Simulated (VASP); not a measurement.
Crystal: TaN.

```xyz
6
Lattice="5.1910 0.0000 0.0000 -2.5955 4.4955 0.0000 0.0000 0.0000 2.9080" Properties=species:S:1:pos:R:3 pbc="T T T"
Ta    0.0000    0.0000    0.0000
Ta    0.0000    2.9970    1.4540
Ta    2.5955    1.4985    1.4540
N     2.5955    0.0000    0.0000
N     1.2977    2.2478    0.0000
N    -1.2977    2.2478    0.0000
```

Base run:

* Program: VASP 6.6.1
* Functional: RPBE
* Potentials or basis: VASP PAW PBE potentials, release 64 (Ta_pv, N)
* Cutoff: 600 eV
* k mesh: 5 × 5 × 7
* Occupations: fermi-dirac, width 0.15 eV
* Spin: no spin polarisation

Its results: band gap on the k mesh zero (band 24 reaches 9.11 eV, above the bottom of band 25 at 7.09 eV); pressure 15.0 GPa.

**Question.** The run is repeated on the same cell with these changes: functional from RPBE to PBEsol. What comes out?

**Answer.** Band gap on the k mesh zero (band 24 reaches 8.80 eV, above the bottom of band 25 at 6.76 eV); pressure 1.9 GPa.

PBEsol binds more tightly than RPBE, so the same cell stands under less pressure.

Caveats: the PAW data sets were made with another functional, which shifts forces and pressure a little; spin-orbit coupling is left out, which moves the levels of the heavy elements.
